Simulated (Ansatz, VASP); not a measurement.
**ZnO: VASP beside Ansatz**

Contents of INCAR:

```
ALGO     = Normal         # electronic algorithm
EDIFF    = 1E-6           # SCF threshold, eV
EDIFFG   = -0.01          # ionic threshold
ENCUT    = 600            # plane-wave cutoff, eV
GGA      = RP             # functional
IBRION   = 2              # ionic algorithm
ISIF     = 3              # what is computed and relaxed
ISMEAR   = -1             # smearing method
IVDW     = 12             # dispersion correction
LASPH    = True           # aspherical terms in the spheres
LCHARG   = False          # write CHGCAR
LREAL    = False          # projectors in reciprocal space
LWAVE    = False          # write WAVECAR
NELM     = 100            # most SCF steps
NSW      = 60             # ionic steps
PREC     = Accurate       # precision mode
SIGMA    = 0.05           # smearing width, eV
```

Contents of KPOINTS:

```
k-points
0
Gamma
  10 10 9
```

File POSCAR:

```
ZnO
1.0
    1.4332300000     -3.5270800000      0.0000000000
    1.4332300000      3.5270800000      0.0000000000
    0.0000000000      0.0000000000      2.8384900000
Zn O
1 1
Direct
    0.0000000000      0.0000000000      0.0000000000
    0.5000000000      0.5000000000      0.5000000000
```

input.yaml

```yaml
crystal:
  lattice:
    - [1.43323, -3.52708, 0.0]
    - [1.43323, 3.52708, 0.0]
    - [0.0, 0.0, 2.83849]
  atoms:
    - { symbol: Zn, position: [0.0, 0.0, 0.0] }
    - { symbol: O, position: [0.5, 0.5, 0.5] }
hamiltonian:
  xc: rpbe
  pseudopotentials: { kind: paw }
  dispersion: d3bj
kpoints:
  mp_grid: { grid: [10, 10, 9] }
scf:
  occupations: { method: fermi_dirac, width: 0.05 }
output:
  forces: true
  stress: true
  eigenvalues: true
  write_density: true
  write_potential: true
  elf: true
  volumetric_format: npy
relax:
  f_tol: 0.01
  max_steps: 40
  cell: { stress_tol: 0.05 }
```

Alike in both runs: task relaxation of cell and atoms; functional RPBE; dispersion D3(BJ); k mesh 10 × 10 × 9; occupations fermi-dirac, width 0.05 eV; no spin polarisation.

|  | VASP | Ansatz |
| --- | --- | --- |
| version | VASP 6.6.1 | Ansatz 0.2.0 |
| potentials or method | VASP PAW PBE potentials, release 64 (Zn, O) | Ansatz PAW |
| plane-wave cutoff (eV) | 600 | 420 |
| valence electrons in the cell | 18 | 18 |

|  | VASP | Ansatz | Ansatz less VASP |
| --- | --- | --- | --- |
| gap on the k mesh at the Fermi level, each at its own relaxed structure (eV) | none | none | - |
| relaxed volume (Å³/atom) | 9.74 | 9.72 | -0.022 |
| relaxed cell length with the largest relative difference (Å) | 2.818 | 2.823 | +0.0043 |

VASP's potentials were made for PBE, not for RPBE. A gap of «none» marks a metal or a gap that the smearing closes.

Noted on VASP's run: the volume moved by over 15 % at a fixed basis, so the end points are rough. Noted on Ansatz's run: the volume moved by over 15 % at a fixed basis, so the end points are rough; the plane-wave basis is chosen anew once the cell has moved, so the energies of steps on either side of that aren't comparable.
